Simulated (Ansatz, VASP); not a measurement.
In: VASP beside Ansatz

```
In
1.0
    -1.63835    1.61395    2.47395
     1.63835   -1.61395    2.47395
     1.63835    1.61395   -2.47395
In
1
Direct
  0.00000 0.00000 0.00000
```

Change from the starting cell: strain +0.0075 x Voigt [1, -1, 0, 0, 0, 0], atoms carried along.

Alike in both runs: task single point; functional PBE; k mesh 20 × 20 × 20; occupations gaussian, width 0.15 eV; no spin polarisation.

|  | VASP | Ansatz |
| --- | --- | --- |
| version | VASP 6.6.1 | Ansatz 0.2.0 |
| potentials or method | VASP PAW PBE potentials, release 64 (In_d), cutoff 520 eV | scalar-relativistic, plane waves, PAW |
| valence electrons in the cell | 13 | 13 |

|  | VASP | Ansatz | Ansatz less VASP |
| --- | --- | --- | --- |
| gap on the k mesh at the Fermi level (eV) | none | none | - |
| pressure (GPa) | 2.0 | 2.0 | +0.07 |
| traceless stress, the component that is largest in VASP (GPa) | 0.23 | 0.23 | -0.005 |

A gap of «none» marks a metal or a gap that the smearing closes.
